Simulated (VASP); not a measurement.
## Ag: single point with LDA

The system is Ag.

```
CELL_PARAMETERS angstrom
2.92020 0.00000 0.00000
-1.46010 2.52897 0.00000
0.00000 0.00000 4.77398
ATOMIC_POSITIONS crystal
Ag 0.33333 0.66667 0.25000
Ag 0.66667 0.33333 0.75000
```

This isn't the form of Ag at room conditions, which is fcc.

| Item | Value |
| --- | --- |
| Program | VASP 6.6.1 |
| Task | single point |
| Functional | LDA |
| Potentials or basis | VASP PAW LDA potentials, release 64 (Ag) |
| Cutoff | 520 eV |
| k mesh | 14 × 14 × 8 |
| Occupations | fermi-dirac, width 0.05 eV |
| Spin | no spin polarisation |
| Dipole correction | no |
| Further INCAR settings | ALGO = Normal; EDIFF = 1e-07; NBANDS = 18 |

```yaml
Pressure: -9.7 GPa
Band_gap_on_the_k_mesh: zero (bands 11 and 12 overlap by 6.91 eV)
```

Stress tensor (GPa, compression positive):
```
-9.57  0.00  0.00
 0.00 -9.57  0.00
 0.00  0.00 -9.94
```

Levels at points of the mesh, in eV from the Fermi level:
```
           k point  band 7  band 8  band 9  band 10  band 11  band 12  band 13  band 14  band 15  band 16
(0.00, 0.00, 0.00)   -4.29   -3.95   -3.95    -2.98    -2.98    -0.31     3.41    15.64    17.45    17.77
(0.50, 0.00, 0.00)   -3.66   -2.85   -2.80    -2.72     0.15     1.49     6.70     7.00     9.05    10.29
(0.00, 0.00, 0.50)   -4.37   -4.37   -3.28    -3.28    -3.28    -3.28    10.89    10.89    15.96    15.96
(0.50, 0.00, 0.50)   -3.03   -3.03   -2.77    -2.77     0.81     0.81     4.41     4.41    13.30    13.30
```

Wall time 59 s on 1 thread of Intel Xeon 8259CL (shared host), peak memory 0.18 GiB.

Caveat: the cell stands under tension.
